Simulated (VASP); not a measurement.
Runs of VASP 6.6.1 on W. The structure is that of space group Fm-3m (No. 225), or close to it. The cells are those of the table. 

| task | spin | cell | k mesh | k mesh for the DOS | occupations for the DOS | gap on the mesh (eV) | pressure (GPa) | moment (μB) |
| --- | --- | --- | --- | --- | --- | --- | --- | --- |
| single point | off | a = 2.815 Å, angles 60.0°, 1 atom | 8 × 8 × 8 | - | - | none | 14.1 | - |
| density of states | non-collinear, zero start, SOC | a = 2.857 Å, angles 60.0°, 1 atom | 18 × 18 × 18 | 27 × 27 × 27 | tetrahedron | - | - | 0.00 |
| single point | off | a = 2.896 Å, angles 60.0°, 1 atom | 8 × 8 × 8 | - | - | none | -10.8 | - |
| single point | non-collinear, zero start, SOC | a = 2.857 Å, angles 60.0°, 1 atom | 18 × 18 × 18 | - | - | - | (a) | 0.00 |

Alike in all rows: level PBE; potentials or basis VASP PAW PBE potentials, release 64 (W_sv); cutoff (eV) 520; smearing gaussian 0.05 eV.

**Question.** Fill in the values left out.

**Answer.** (a) 1.0.

Caveats: spin-orbit coupling is left out, which moves the levels of the heavy elements (some runs).

A k mesh can miss the band edges, and rows without SOC leave out spin-orbit coupling on W.

A gap of «none» marks levels without a gap at the run's occupations.
